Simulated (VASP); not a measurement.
# WS2 in VASP: notebook, part 2 of 2

VASP 6.6.1. The steps go on from the part before.

## Step 6: Single point, PBE

This run uses another cell than the first one, of 87.55 Å³/atom, 1.158 times its volume.

INCAR reads:

```
ALGO = Normal ; DIPOL = 0.5 0.5 0.289
EDIFF = 1E-6 ; ENCUT = 520
GGA = PE ; IDIPOL = 3
ISIF = 2 ; ISMEAR = 0
LASPH = T ; LCHARG = F
LDIPOL = T ; LREAL = F
LWAVE = F ; NBANDS = 20
NELM = 100 ; PREC = Accurate
SIGMA = 0.1
```

KPOINTS reads:

```
k-points
0
Gamma
  18 18 1
```

POSCAR reads:

```
WS2
1.0
    3.2127682316      0.0000000000      0.0000000000
   -1.6063841158      2.7823389050      0.0000000000
    0.0000000000      0.0000000000     29.3824049200
W S
1 2
Direct
    0.0000000000      0.0000000000      0.2892887775
    0.3333333333      0.6666666667      0.3428198741
    0.6666666667      0.3333333333      0.2357576810
```

Potentials or basis: VASP PAW PBE potentials, release 64 (W_sv, S).

Started as:

```sh
> cat potpaw_PBE.64/W_sv/POTCAR potpaw_PBE.64/S/POTCAR > POTCAR
> mpirun -np 1 vasp_std > vasp.out
```

OUTCAR:

```text
EDIFF = 1E-6
   ENCUT = 520
   GGA = PE
   ISIF = 2
   ISMEAR = 0
   LASPH = T
   LREAL = F
   NELM = 100
   PREC = Accurate

 ion  position               nearest neighbor table
   1  0.000  0.000  0.289-   3 2.43   3 2.43   3 2.43   2 2.43   2 2.43   2 2.43
   2  0.333  0.667  0.343-   1 2.43   1 2.43   1 2.43
   3  0.667  0.333  0.236-   1 2.43   1 2.43   1 2.43

  LATTYP: Found a hexagonal cell.
 ALAT       =     3.2127682316
 C/A-ratio  =     9.1455102895

  Lattice vectors:

 A1 = (   3.2127682316,   0.0000000000,   0.0000000000)
 A2 = (  -1.6063841158,   2.7823389050,   0.0000000000)
 A3 = (   0.0000000000,   0.0000000000,  29.3824049200)

Analysis of symmetry for initial positions (statically):
=====================================================================
 Subroutine PRICEL returns:
 Original cell was already a primitive cell.

 Routine SETGRP: Setting up the symmetry group for a
 hexagonal supercell.

 Subroutine GETGRP returns: Found 12 space group operations
 (whereof  6 operations were pure point group operations)
 out of a pool of 24 trial point group operations.

The static configuration has the point symmetry C_3v.
 The point group associated with its full space group is D_3d.

Analysis of symmetry for dynamics (positions and initial velocities):
=====================================================================
 Subroutine PRICEL returns:
 Original cell was already a primitive cell.

 Routine SETGRP: Setting up the symmetry group for a
 hexagonal supercell.

 Subroutine GETGRP returns: Found 12 space group operations
 (whereof  6 operations were pure point group operations)
 out of a pool of 24 trial point group operations.

The dynamic configuration has the point symmetry C_3v.
 The point group associated with its full space group is D_3d.

 Subroutine INISYM returns: Found 12 space group operations
 (whereof  6 operations are pure point group operations),
 and found     1 'primitive' translations

----------------------------------------------------------------------------------------

                                     Primitive cell

  volume of cell :     262.6496

  direct lattice vectors                    reciprocal lattice vectors
     3.212768232  0.000000000  0.000000000     0.311258058  0.179704923  0.000000000
    -1.606384116  2.782338905  0.000000000     0.000000000  0.359409847  0.000000000
     0.000000000  0.000000000 29.382404920     0.000000000  0.000000000  0.034033974

  length of vectors
     3.212768232  3.212768232 29.382404920     0.359409847  0.359409847  0.034033974

  position of ions in fractional coordinates (direct lattice)
     0.000000000  0.000000000  0.289288777
     0.333333333  0.666666667  0.342819874
     0.666666667  0.333333333  0.235757681

  ion indices of the primitive-cell ions
   primitive index   ion index
                 1           1
                 2           2
                 3           3

----------------------------------------------------------------------------------------

 KPOINTS: k-points

Automatic generation of k-mesh.
 Grid dimensions read from file:
[... 25 lines left out ...]
  0.166667 -0.000000  0.000000      6.000000
  0.222222 -0.000000  0.000000      6.000000
  0.277778 -0.000000  0.000000      6.000000
[... 16 lines left out ...]
  0.333333  0.111111  0.000000     12.000000
  0.388889  0.111111  0.000000     12.000000
 [... further k-points ...]
   k-points           NKPTS =     37   k-points in BZ     NKDIM =     37   number of bands    NBANDS=     20
   number of dos      NEDOS =    301   number of ions     NIONS =      3
   total plane-waves  NPLWV = 129024
   dimension x,y,z NGX =    24 NGY =   24 NGZ =  224
   dimension x,y,z NGXF=    48 NGYF=   48 NGZF=  448
   ions per type =               1   2
   NGX,Y,Z   is equivalent  to a cutoff of  12.42, 12.42, 12.67 a.u.
   NGXF,Y,Z  is equivalent  to a cutoff of  24.84, 24.84, 25.35 a.u.
 SYSTEM =  unknown system
   PREC   = accura    normal or accurate (medium, high low for compatibility)
   ISTART =      0    job   : 0-new  1-cont  2-samecut
   ICHARG =      2    charge: 1-file 2-atom 10-const
   ISPIN  =      1    spin polarized calculation?
   LNONCOLLINEAR =      F non collinear calculations
   LSORBIT =      F    spin-orbit coupling
   LASPH  =      T    aspherical Exc in radial PAW
   ENCUT  =  520.0 eV  38.22 Ry    6.18 a.u.   5.97  5.97 54.63*2*pi/ulx,y,z
   NELM   =    100;   NELMIN=  2; NELMDL= -5     # of ELM steps
   EDIFF  = 0.1E-05   stopping-criterion for ELM
   LREAL  =      F    real-space projection
   EDIFFG = 0.1E-04   stopping-criterion for IOM
   NSW    =      0    number of steps for IOM
   IBRION =     -1    ionic relax: 0-MD 1-quasi-New 2-CG
   NFREE  =      0    steps in history (QN), initial steepest desc. (CG)
   ISIF   =      2    stress and relaxation
   ISYM   =      2    0-nonsym 1-usesym 2-fastsym
   POTIM  = 0.5000    time-step for ionic-motion
   TEBEG  =    0.0;   TEEND  =   0.0 temperature during run
   PSTRESS=    0.0 pullay stress
   NELECT =      26.0000    total number of electrons
   NUPDOWN=      -1.0000    fix difference up-down
   EMIN   =  10.00;   EMAX   =-10.00  energy-range for DOS
   EFERMI =   0.00;   METHOD = LEGACY
   ISMEAR =     0;   SIGMA  =   0.10  broadening in eV -4-tet -1-fermi 0-gaus
   EFERMI_NEDOS =   21; number of points for ismear=-14 and -15
   IALGO  =     38    algorithm
   IMIX   =      4    mixing-type and parameters
     AMIX     =   0.40;   BMIX     =  1.00
     AMIX_MAG =   1.60;   BMIX_MAG =  1.00
  volume/ion in A,a.u.               =      87.55       590.82
  Fermi-wavevector in a.u.,A,eV,Ry     =   0.757310  1.431108  7.803192  0.573518
  Thomas-Fermi vector in A             =   1.855627
   LORBIT       =      0    0 simple, 1 ext, 2 COOP (PROOUT), +10 PAW based schemes
   GGA     = PE    functional components
   LHFCALC =     F    Hartree Fock is set to
   AEXX    =    0.0000 exact exchange contribution
   IVDW    =     0    specifies the selected vdW correction
   LEPSILON=     F    determine dielectric tensor
   LRPA    =     F    only Hartree local field effects (RPA)
 non-spin polarized calculation
 Gauss-broadening in eV      SIGMA  =   0.10
  energy-cutoff  :      520.00
  volume of cell :      262.65
 maximum number of plane-waves:      7170
 NGX is ok and might be reduce to    24
   NGX = 11   NGY = 11   NGZ =109

 dipolmoment           0.000000      0.000000     -0.000019 electrons x Angstroem

 number of electron      26.0000003 magnetization

 dipolmoment           0.000000      0.000000      0.000003 electrons x Angstroem

 Free energy of the ion-electron system (eV)
  ---------------------------------------------------
  ext. energy  EPLUGINS =         0.00000000
  ---------------------------------------------------
  free energy    TOTEN  =       -22.79061609 eV

  energy without entropy =      -22.78652958  energy(sigma->0) =      -22.78857283

 E-fermi :  -2.3030     XC(G=0):  -2.6330

 val. band max:       -2.4649609710   @ k =   0.2778   0.2222   0.0000
 cond. band min:      -2.2691052193   @ k =   0.0556   0.0556   0.0000
 fundamental gap:      0.1958557517
 Fermi energy:        -2.3029526281

 k-point     1 :       0.0000    0.0000    0.0000
  band No.  band energies     occupation
      1     -77.3153      2.00000
      2     -41.4617      2.00000
      3     -41.4617      2.00000
      4     -41.4208      2.00000
      5     -17.7220      2.00000
      6     -16.2360      2.00000
[... 541 lines left out ...]
     19       3.4958      0.00000
     20       5.3952      0.00000

 [... further k-points ...]

------------------------ aborting loop because EDIFF is reached ----------------------------------------

 vacuum level on the upper side and lower side of the slab       (xc-potential included)        -0.007        -0.007

  FORCE on cell =-STRESS in cart. coord.  units (eV):
  Direction    XX          YY          ZZ          XY          YZ          ZX
  --------------------------------------------------------------------------------------
  -------------------------------------------------------------------------------------
  Total        0.0137454      0.0137454      0.0984380     -0.0000000      0.0000000     -0.0000000
  in kB        0.0838474      0.0838474      0.6004772     -0.0000000      0.0000000     -0.0000000
  external PRESSURE =       0.2560573 kB  Pullay stress =       0.0000000 kB

 VOLUME and BASIS-vectors are now :
 -----------------------------------------------------------------------------
  energy-cutoff  :      520.00
  volume of cell :      262.65
      direct lattice vectors                 reciprocal lattice vectors
     3.212768232  0.000000000  0.000000000     0.311258058  0.179704923  0.000000000
    -1.606384116  2.782338905  0.000000000     0.000000000  0.359409847  0.000000000
     0.000000000  0.000000000 29.382404920     0.000000000  0.000000000  0.034033974

 POSITION                                       TOTAL-FORCE (eV/Angst)
 -----------------------------------------------------------------------------------
      0.00000      0.00000      8.50000        -0.000000     -0.000000      0.000000
     -0.00000      1.85489     10.07287        -0.000000      0.000000      0.039561
      1.60638      0.92745      6.92713         0.000000     -0.000000     -0.039561
 -----------------------------------------------------------------------------------
    total drift:                                0.000000      0.000000      0.000024

  FREE ENERGIE OF THE ION-ELECTRON SYSTEM (eV)
  ---------------------------------------------------
  free  energy   TOTEN  =       -22.7906160872 eV

  energy  without entropy=      -22.7865295762  energy(sigma->0) =      -22.78857283

 vacuum level on the upper side and lower side of the slab         2.547         2.547
```

stdout:

```text
POSCAR found type information on POSCAR W S
 POSCAR found :  2 types and       3 ions
 scaLAPACK will be used
 LDA part: xc-table for (Slater+PW92), standard interpolation
 POSCAR, INCAR and KPOINTS ok, starting setup
 FFT: planning ... GRIDC
 FFT: planning ... GRID_SOFT
 FFT: planning ... GRID
 WAVECAR not read
 entering main loop
```

Run time: 4.2 min. Hardware: 1 thread of Intel Xeon Platinum 8259CL at 2.50GHz (Skylake/Cascade Lake), shared host; peak memory 0.45 GiB.

Results:

| Quantity | Value |
| --- | --- |
| Free energy | -22.7906 eV |
| Largest force | 0.040 eV/Å |
| Band gap on the k mesh | zero (band 13 reaches -1.63 eV, above the bottom of band 14 at -2.89 eV) |

Forces in eV/Å, atoms in the order of the input:
```
W    0.000  0.000  0.000
S    0.000  0.000  0.040
S    0.000  0.000 -0.040
```

Levels at points of the mesh, in eV from the Fermi level:
| k point | band 11 | band 12 | band 13 | band 14 | band 15 | band 16 |
| --- | --- | --- | --- | --- | --- | --- |
| (0.00, 0.00, 0.00) | -0.84 | -0.82 | -0.82 | -0.59 | -0.59 | 3.39 |
| (0.50, 0.00, 0.00) | -3.22 | -2.17 | -1.99 | 1.56 | 2.27 | 3.78 |

Caveat: spin-orbit coupling is left out, which moves the levels of the heavy elements.

## Step 7: Overview

```tsv
spin	cell	k mesh	gap on the mesh (eV)	moment (μB)	largest force (eV/Å)
collinear, zero start	a = 3.925, b = 3.925, c = 17.000 Å, angles 90.0, 90.0, 120.0°, 3 atoms	6 × 6 × 1	none	0.00	1.60
collinear, zero start	a = 3.213, b = 3.213, c = 29.382 Å, angles 90.0, 90.0, 120.0°, 3 atoms	6 × 6 × 1	none	0.00	-
collinear, ferrimagnetic start	a = 3.925, b = 3.925, c = 17.000 Å, angles 90.0, 90.0, 120.0°, 3 atoms	6 × 6 × 1	none	2.00	1.87
off	a = 3.210, b = 3.210, c = 29.382 Å, angles 90.0, 90.0, 120.0°, 3 atoms	18 × 18 × 1	none	-	-
off	a = 3.213, b = 3.213, c = 29.382 Å, angles 90.0, 90.0, 120.0°, 3 atoms	18 × 18 × 1	none	-	0.04
```

Alike in all rows: task single point; level PBE; potentials or basis VASP PAW PBE potentials, release 64 (W_sv, S); cutoff (eV) 520; smearing gaussian 0.1 eV.

Caveats: some runs use coarse meshes; spin-orbit coupling is left out, which moves the levels of the heavy elements.

Total energies depend on the potentials used, so only differences within one code and one set of settings carry meaning.
